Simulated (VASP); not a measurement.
A run of VASP 6.6.1 is set up as follows.

INCAR

```
SYSTEM = GaC3
PREC     = Accurate       ! precision mode
ENCUT    = 520            ! plane-wave cutoff, eV
EDIFF    = 1E-6           ! SCF threshold, eV
ISMEAR   = 0              ! smearing method
SIGMA    = 0.1            ! smearing width, eV
LREAL    = .FALSE.        ! projectors in reciprocal space
LASPH    = .TRUE.         ! aspherical terms in the spheres
NELM     = 80             ! most SCF steps
ALGO     = Normal         ! electronic algorithm
ISIF     = 2              ! what is computed and relaxed
LWAVE    = .FALSE.        ! write WAVECAR
LCHARG   = .FALSE.        ! write CHGCAR
GGA      = PE             ! functional
NBANDS   = 20             ! bands
```

KPOINTS

```
regular mesh
0
G
  12 12 12
  0 0 0
```

The input POSCAR:

```
GaC3
1.0
    3.3848954968      0.0000000000      0.0000000000
    0.0000000000      3.3848954968      0.0000000000
    0.0000000000      0.0000000000      3.3848954968
Ga C
1 3
Direct
    0.0000000000      0.0000000000      0.0000000000
    0.0000000000      0.5000000000      0.5000000000
    0.5000000000      0.0000000000      0.5000000000
    0.5000000000      0.5000000000      0.0000000000
```

Potentials or basis: VASP PAW PBE potentials, release 64 (Ga_d, C).

Run with:

```bash
$ cat potpaw_PBE.64/Ga_d/POTCAR potpaw_PBE.64/C/POTCAR > POTCAR
$ mpirun -np 1 vasp_std > vasp.out
```

Task: Estimate the pressure.

Result: -6.2 GPa.

Caveat: the cell differs from its parent crystal (strained).
